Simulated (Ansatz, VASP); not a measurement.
**HgTe: VASP beside Ansatz**

INCAR

```
SYSTEM = HgTe
  ALGO = Normal
  EDIFF = 1E-6
  ENCUT = 520
  GGA = PS
  ISIF = 2
  ISMEAR = -1
  LASPH = .True.
  LCHARG = .True.
  LELF = .True.
  LREAL = .False.
  LVHAR = .True.
  LWAVE = .False.
  NBANDS = 16
  NELM = 100
  PREC = Accurate
  SIGMA = 0.02
```

Contents of KPOINTS:

```
k-points
0
Gamma
  4 4 4
  0 0 0
```

POSCAR

```
HgTe
1.0
    0.0000000000      3.2891972858      3.2891972858
    3.2891972858      0.0000000000      3.2891972858
    3.2891972858      3.2891972858      0.0000000000
Hg Te
1 1
Direct
    0.0000000000      0.0000000000      0.0000000000
    0.2500000000      0.2500000000      0.2500000000
```

Input for Ansatz:

```yaml
crystal:
  lattice:
    - [0.0, 3.2891972858, 3.2891972858]
    - [3.2891972858, 0.0, 3.2891972858]
    - [3.2891972858, 3.2891972858, 0.0]
  atoms:
    - { symbol: Hg, position: [0.0, 0.0, 0.0] }
    - { symbol: Te, position: [0.25, 0.25, 0.25] }
kpoints:
  mp_grid: { grid: [4, 4, 4] }
hamiltonian:
  xc: pbesol
scf:
  occupations: { method: fermi_dirac, width: 0.02 }
  n_extra_bands: 4
  mixing: { preconditioner: none }
output:
  forces: true
  stress: true
  eigenvalues: true
```

Alike in both runs: task single point; functional PBEsol; k mesh 4 × 4 × 4; occupations fermi-dirac, width 0.02 eV; no spin polarisation.

|  | VASP | Ansatz |
| --- | --- | --- |
| version | VASP 6.6.1 | Ansatz 0.2.0 |
| potentials or method | VASP PAW PBE potentials, release 64 (Hg, Te) | plane waves |
| plane-wave cutoff (eV) | 520 | 420 |
| valence electrons in the cell | 18 | 36 |

|  | VASP | Ansatz | Ansatz less VASP |
| --- | --- | --- | --- |
| pressure (GPa) | -0.7 | -0.8 | -0.10 |

VASP's potentials were made for PBE, not for PBEsol. VASP's potentials hold 18 valence electrons a cell and Ansatz's 36, so a difference there can come from the potentials and not from the codes.

The k mesh is coarse, so the values compare programs but aren't converged. Spin-orbit coupling is off throughout.
